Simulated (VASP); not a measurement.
Here is a VASP 6.6.1 calculation.

The input INCAR:

```
PREC     = Accurate       # precision mode
ENCUT    = 520            # plane-wave cutoff, eV
EDIFF    = 1E-6           # SCF threshold, eV
ISMEAR   = 0              # smearing method
SIGMA    = 0.1            # smearing width, eV
LREAL    = False          # projectors in reciprocal space
LASPH    = True           # aspherical terms in the spheres
NELM     = 100            # most SCF steps
ALGO     = Normal         # electronic algorithm
ISIF     = 2              # what is computed and relaxed
LWAVE    = False          # write WAVECAR
LCHARG   = True           # write CHGCAR
GGA      = CA             # functional
LELF     = True           # ELF
LVHAR    = True         
NBANDS   = 21             # bands
```

KPOINTS

```
regular mesh
0
Gamma
  18 18 10
```

Contents of POSCAR:

```
Ru
1.0
    2.6740588022      0.0000000000      0.0000000000
   -1.3370294011      2.3158028540      0.0000000000
    0.0000000000      0.0000000000      4.2267610256
Ru
2
Direct
    0.3333333333      0.6666666667      0.2500000000
    0.6666666667      0.3333333333      0.7500000000
```

Potentials or basis: VASP PAW LDA potentials, release 64 (Ru_pv).

Run with:

```console
$ cat potpaw_LDA.64/Ru_pv/POTCAR > POTCAR
$ mpirun -np 1 vasp_std > vasp.out
```

Predict the band gap on the k mesh.

zero (band 14 reaches 14.95 eV, above the bottom of band 15 at 11.63 eV).

What does it give for the pressure?

0.9 GPa.
